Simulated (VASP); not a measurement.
Here is a VASP 6.6.1 calculation.

INCAR

```
PREC = Accurate ; ENCUT = 520
EDIFF = 1E-7 ; ISMEAR = 0
SIGMA = 0.1 ; LREAL = Auto
LASPH = T ; NELM = 60
ALGO = Normal ; ISIF = 2
LWAVE = F ; LCHARG = F
GGA = PE ; IVDW = 12
ISYM = 0 ; NBANDS = 81
```

The input KPOINTS:

```
Automatic mesh
0
Gamma
  2 2 2
  0.5 0.5 0.5
```

The input POSCAR:

```
PtS2
1.0
    5.3147992137     -3.0685007567      0.0000000000
   -5.3147992137     -3.0685007567      0.0000000000
    0.0000000000      0.0000000000    -10.0776000000
Pt S
6 12
Direct
    0.3333333333      0.6666666667      0.5000000000
    0.3333333333      0.6666666667      0.0000000000
    0.6666666667      0.3333333333      0.5000000000
    0.6666666667      0.3333333333      0.0000000000
    0.0000000000      0.0000000000      0.5000000000
    0.0000000000      0.0000000000      0.0000000000
    1.0000000000      0.3333333333      0.3750000000
    1.0000000000      0.3333333333      0.8750000000
    0.3333333333      1.0000000000      0.3750000000
    0.3333333333      1.0000000000      0.8750000000
    0.6666666667      0.6666666667      0.3750000000
    0.6666666667      0.6666666667      0.8750000000
    0.3333333333      0.3333333333      0.1250000000
    0.3333333333      0.3333333333      0.6250000000
    0.6666666667      1.0000000000      0.1250000000
    0.6666666667      1.0000000000      0.6250000000
    0.0000000000      0.6666666667      0.1250000000
    0.0000000000      0.6666666667      0.6250000000
```

Potentials or basis: VASP PAW PBE potentials, release 64 (Pt, S).

Command:

```bash
$ cat potpaw_PBE.64/Pt/POTCAR potpaw_PBE.64/S/POTCAR > POTCAR
$ mpirun -np 1 vasp_std > vasp.out
```

Task: Predict the band gap on the k mesh.

Result: 0.87 eV.

Task: Estimate the largest force.

Result: 0.337 eV/Å.

Stress tensor (GPa, compression positive):
```
-0.97  0.00  0.00
 0.00 -0.97  0.00
 0.00  0.00 -3.73
```

Caveat: the k points lie up to 0.59 Å⁻¹ apart; spin-orbit coupling is left out, which moves the levels of the heavy elements. A k mesh can miss the band edges.
